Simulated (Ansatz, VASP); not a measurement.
## One calculation of Ge, two programs

The input INCAR:

```
SYSTEM = Ge
PREC = Accurate ; ENCUT = 520
EDIFF = 1E-6 ; ISMEAR = -1
SIGMA = 0.08 ; LREAL = .FALSE.
LASPH = .TRUE. ; NELM = 100
ALGO = Normal ; ISIF = 2
LWAVE = .FALSE. ; LCHARG = .TRUE.
GGA = PE ; LELF = .TRUE.
LVHAR = .TRUE. ; NBANDS = 21
```

File KPOINTS:

```
regular mesh
0
G
  11 11 11
  0 0 0
```

The input POSCAR:

```
Ge
1.0
    0.0000000000      2.3168606017      2.3168606017
    2.3168606017      0.0000000000      2.3168606017
    2.3168606017      2.3168606017      0.0000000000
Ge
2
Direct
   -0.1250000000     -0.1250000000     -0.1250000000
    0.1250000000      0.1250000000      0.1250000000
```

Input for Ansatz:

```yaml
crystal:
  lattice:
    - [0.0, 2.3168606017, 2.3168606017]
    - [2.3168606017, 0.0, 2.3168606017]
    - [2.3168606017, 2.3168606017, 0.0]
  atoms:
    - { symbol: Ge, position: [-0.125, -0.125, -0.125] }
    - { symbol: Ge, position: [0.125, 0.125, 0.125] }
kpoints:
  mp_grid: { grid: [11, 11, 11] }
scf:
  occupations: { method: fermi_dirac, width: 0.08 }
hamiltonian:
  xc: pbe
  pseudopotentials: { kind: nc }
output:
  forces: true
  stress: true
  eigenvalues: true
```

Change from the starting cell: volume scaled by 0.52, norm-conserving files.

Alike in both runs: task single point; functional PBE; k mesh 11 × 11 × 11; occupations fermi-dirac, width 0.08 eV; no spin polarisation.

|  | VASP | Ansatz |
| --- | --- | --- |
| version | VASP 6.6.1 | Ansatz 0.2.0 |
| potentials or method | VASP PAW PBE potentials, release 64 (Ge_d) | scalar-relativistic |
| plane-wave cutoff (eV) | 520 | 1061 |
| valence electrons in the cell | 28 | 28 |

```csv
,VASP,Ansatz,Ansatz less VASP
pressure (GPa),172.1,170.5,-1.60
```

Both programs put the cell under a high pressure, so it lies far from rest at this level. With one functional, cell and mesh, what is left measures potentials, basis and numerics.

Noted on VASP's run: the cell as given lies far from equilibrium.
